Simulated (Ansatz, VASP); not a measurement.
**Sn12SO23 in VASP and in Ansatz**

The input INCAR:

```
SYSTEM = Sn12SO23
PREC     = Accurate       ! precision mode
ENCUT    = 520            ! plane-wave cutoff, eV
EDIFF    = 1E-8           ! SCF threshold, eV
ISMEAR   = -1             ! smearing method
SIGMA    = 0.01           ! smearing width, eV
LREAL    = Auto         
LASPH    = .True.         ! aspherical terms in the spheres
NELM     = 100            ! most SCF steps
ALGO     = Normal         ! electronic algorithm
ISIF     = 2              ! what is computed and relaxed
LWAVE    = .False.        ! write WAVECAR
LCHARG   = .False.        ! write CHGCAR
GGA      = PE             ! functional
LEFG     = .True.       
NBANDS   = 180            ! bands
LUSENCCL = .False.
```

KPOINTS

```
regular mesh
0
Gamma
  3 3 2
  0 0 0
```

The input POSCAR:

```
Sn12SO23
1.0
    4.7880040000      4.8665820000      0.0000000000
   -4.7880040000      4.8665820000      0.0000000000
    0.0000000000      0.0000000000      9.7226940000
Sn S O
12 1 23
Direct
    0.5000000000      0.0000000000      0.1666666667
    0.5000000000      0.0000000000      0.5000000000
    0.5000000000      0.0000000000      0.8333333333
    0.0000000000      0.5000000000      0.1666666667
    0.0000000000      0.5000000000      0.5000000000
    0.0000000000      0.5000000000      0.8333333333
    0.0000000000      0.0000000000      0.0000000000
    0.0000000000      0.0000000000      0.3333333333
    0.0000000000      0.0000000000      0.6666666667
    0.5000000000      0.5000000000      0.0000000000
    0.5000000000      0.5000000000      0.3333333333
    0.5000000000      0.5000000000      0.6666666667
    0.3064485000      0.0145935000      0.0000000000
    0.3064485000      0.0145935000      0.3333333333
    0.3064485000      0.0145935000      0.6666666667
    0.8064485000      0.5145935000      0.0000000000
    0.8064485000      0.5145935000      0.3333333333
    0.8064485000      0.5145935000      0.6666666667
    0.4854065000      0.6935515000      0.1666666667
    0.4854065000      0.6935515000      0.5000000000
    0.4854065000      0.6935515000      0.8333333333
    0.9854065000      0.1935515000      0.1666666667
    0.9854065000      0.1935515000      0.5000000000
    0.9854065000      0.1935515000      0.8333333333
    0.5145935000      0.3064485000      0.1666666667
    0.5145935000      0.3064485000      0.5000000000
    0.5145935000      0.3064485000      0.8333333333
    0.0145935000      0.8064485000      0.1666666667
    0.0145935000      0.8064485000      0.5000000000
    0.0145935000      0.8064485000      0.8333333333
    0.6935515000      0.9854065000      0.0000000000
    0.6935515000      0.9854065000      0.3333333333
    0.6935515000      0.9854065000      0.6666666667
    0.1935515000      0.4854065000      0.0000000000
    0.1935515000      0.4854065000      0.3333333333
    0.1935515000      0.4854065000      0.6666666667
```

Input for Ansatz:

```yaml
crystal:
  lattice:
    - [4.788004, 4.866582, 0.0]
    - [-4.788004, 4.866582, 0.0]
    - [0.0, 0.0, 9.722694]
  atoms:
    - { symbol: Sn, position: [0.5, 0.0, 0.1666666667] }
    - { symbol: Sn, position: [0.5, 0.0, 0.5] }
    - { symbol: Sn, position: [0.5, 0.0, 0.8333333333] }
    - { symbol: Sn, position: [0.0, 0.5, 0.1666666667] }
    - { symbol: Sn, position: [0.0, 0.5, 0.5] }
    - { symbol: Sn, position: [0.0, 0.5, 0.8333333333] }
    - { symbol: Sn, position: [0.0, 0.0, 0.0] }
    - { symbol: Sn, position: [0.0, 0.0, 0.3333333333] }
    - { symbol: Sn, position: [0.0, 0.0, 0.6666666667] }
    - { symbol: Sn, position: [0.5, 0.5, 0.0] }
    - { symbol: Sn, position: [0.5, 0.5, 0.3333333333] }
    - { symbol: Sn, position: [0.5, 0.5, 0.6666666667] }
    - { symbol: S, position: [0.3064485, 0.0145935, 0.0] }
    - { symbol: O, position: [0.3064485, 0.0145935, 0.3333333333] }
    - { symbol: O, position: [0.3064485, 0.0145935, 0.6666666667] }
    - { symbol: O, position: [0.8064485, 0.5145935, 0.0] }
    - { symbol: O, position: [0.8064485, 0.5145935, 0.3333333333] }
    - { symbol: O, position: [0.8064485, 0.5145935, 0.6666666667] }
    - { symbol: O, position: [0.4854065, 0.6935515, 0.1666666667] }
    - { symbol: O, position: [0.4854065, 0.6935515, 0.5] }
    - { symbol: O, position: [0.4854065, 0.6935515, 0.8333333333] }
    - { symbol: O, position: [0.9854065, 0.1935515, 0.1666666667] }
    - { symbol: O, position: [0.9854065, 0.1935515, 0.5] }
    - { symbol: O, position: [0.9854065, 0.1935515, 0.8333333333] }
    - { symbol: O, position: [0.5145935, 0.3064485, 0.1666666667] }
    - { symbol: O, position: [0.5145935, 0.3064485, 0.5] }
    - { symbol: O, position: [0.5145935, 0.3064485, 0.8333333333] }
    - { symbol: O, position: [0.0145935, 0.8064485, 0.1666666667] }
    - { symbol: O, position: [0.0145935, 0.8064485, 0.5] }
    - { symbol: O, position: [0.0145935, 0.8064485, 0.8333333333] }
    - { symbol: O, position: [0.6935515, 0.9854065, 0.0] }
    - { symbol: O, position: [0.6935515, 0.9854065, 0.3333333333] }
    - { symbol: O, position: [0.6935515, 0.9854065, 0.6666666667] }
    - { symbol: O, position: [0.1935515, 0.4854065, 0.0] }
    - { symbol: O, position: [0.1935515, 0.4854065, 0.3333333333] }
    - { symbol: O, position: [0.1935515, 0.4854065, 0.6666666667] }
kpoints:
  mp_grid: { grid: [3, 3, 2] }
scf:
  occupations: { method: fermi_dirac, width: 0.01 }
hamiltonian:
  xc: pbe
  pseudopotentials: { kind: paw }
output:
  forces: true
  stress: true
  populations: true
  efg:
    quadrupole_moments_barn: { Sn: -0.132, S: -0.0694, O: -0.02558 }
    contact_densities: true
accuracy: medium
```

Alike in both runs: task electric field gradients; functional PBE; k mesh 3 × 3 × 2; occupations fermi-dirac, width 0.01 eV; no spin polarisation.

|  | VASP | Ansatz |
| --- | --- | --- |
| version | VASP 6.6.1 | Ansatz 0.2.0 |
| potentials or method | VASP PAW PBE potentials, release 64 (Sn_d, S, O) | plane-wave PAW, scalar-relativistic |
| plane-wave cutoff (eV) | 520 | 420 |
| valence electrons in the cell | 312 | 312 |

Ansatz gave:

* gap on the k mesh at the Fermi level (eV): 0.94
* pressure (GPa): 6.9
* traceless stress, the component that is largest in VASP (GPa): 5.11
* rms of the force components (eV/Å): 1.365
* size of Vzz on the site where it differs most (V/Å²): 158.2

Problem. What did VASP give for the same quantities?

Solution. gap on the k mesh at the Fermi level (eV): 0.93; pressure (GPa): 7.4; traceless stress, the component that is largest in VASP (GPa): 4.97; rms of the force components (eV/Å): 1.332; size of Vzz on the site where it differs most (V/Å²): 195.9.

Atom by atom the forces differ by 0.035 eV/Å (rms over components). The functional is the same, so the differences come from potentials, cutoffs and numerics.
